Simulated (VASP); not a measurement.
**Al7Ru8 (a cell with a defect): single point with PBEsol**

System: Al7Ru8 (a cell with a defect).

```
Ru Al
1.0
     6.06016    0.00000    0.00000
     0.00000    6.06016    0.00000
     0.00000    0.00000    6.06016
Ru Al
8 7
Direct
  0.25032 0.26276 0.26043
  0.25032 0.26275 0.73661
  0.25032 0.73894 0.26043
  0.25032 0.73895 0.73662
  0.74734 0.23253 0.23020
  0.74734 0.23252 0.76685
  0.74733 0.76917 0.23019
  0.74733 0.76918 0.76685
  0.02987 0.00085 0.99853
  0.00158 0.00084 0.49852
  0.00158 0.50085 0.99851
  0.83968 0.50085 0.49853
  0.46927 0.00086 0.99853
  0.50082 0.00085 0.49852
  0.50082 0.50084 0.99851
```

```
Program             : VASP 6.6.1
Task                : single point
Functional          : PBEsol
Potentials or basis : VASP PAW PBE potentials, release 64 (Ru_pv, Al)
Cutoff              : 520 eV
k mesh              : 2 × 2 × 2
Occupations         : fermi-dirac, width 0.1 eV
Spin                : no spin polarisation
```

- Pressure: -12.0 GPa
- Largest force: 2.096 eV/Å
- Band gap on the k mesh: zero (an odd number of electrons rules out a gap without spin polarisation)

Forces on the atoms (eV/Å):
```
Ru  -0.136 -0.002  0.001
Ru  -0.136 -0.001  0.002
Ru  -0.136  0.000  0.001
Ru  -0.136 -0.001  0.002
Ru  -0.213  0.070  0.071
Ru  -0.213  0.071 -0.070
Ru  -0.212 -0.070  0.072
Ru  -0.212 -0.072 -0.071
Al  -0.219  0.001 -0.001
Al  -0.101  0.001 -0.001
Al  -0.101  0.000 -0.001
Al   2.096  0.000 -0.001
Al  -0.070  0.002 -0.002
Al  -0.106  0.000 -0.002
Al  -0.106  0.000 -0.002
```

Stress tensor (GPa, compression positive):
```
-13.28   0.00   0.00
  0.00 -11.32   0.00
  0.00   0.00 -11.33
```

Levels at points of the mesh, in eV from the Fermi level:
```tsv
k point	band 63	band 64	band 65	band 66	band 67	band 68	band 69	band 70	band 71	band 72
(0.00, 0.00, 0.00)	0.08	0.23	0.37	0.45	0.48	0.64	0.64	1.31	1.31	1.42
(0.50, 0.00, 0.00)	-0.32	-0.24	-0.22	0.18	0.23	0.42	1.44	1.53	1.75	1.75
(0.00, 0.50, 0.00)	-0.31	-0.28	-0.25	-0.19	0.25	0.31	1.37	1.40	1.70	1.87
(0.00, 0.00, 0.50)	-0.31	-0.28	-0.25	-0.19	0.25	0.31	1.37	1.40	1.70	1.87
(0.50, 0.50, 0.00)	-0.47	-0.34	-0.25	-0.16	-0.14	-0.01	0.34	0.86	1.19	1.47
(0.00, 0.50, 0.50)	-0.59	-0.52	-0.41	-0.40	-0.40	-0.34	1.24	1.32	1.32	1.35
(0.50, 0.00, 0.50)	-0.47	-0.34	-0.25	-0.16	-0.14	-0.01	0.34	0.86	1.19	1.47
(0.50, 0.50, 0.50)	-0.85	-0.85	-0.80	-0.78	-0.78	-0.58	-0.58	-0.58	-0.38	-0.34
```

It took 4.7 min on 1 thread of AMD EPYC 9R45 96-Core Processor (Zen 5), with other jobs on the host, peak memory 0.33 GiB.

Caveat: the k points lie up to 0.52 Å⁻¹ apart, too coarse for converged energies and pressures of a metal; the PAW data sets were made with another functional, which shifts forces and pressure a little.
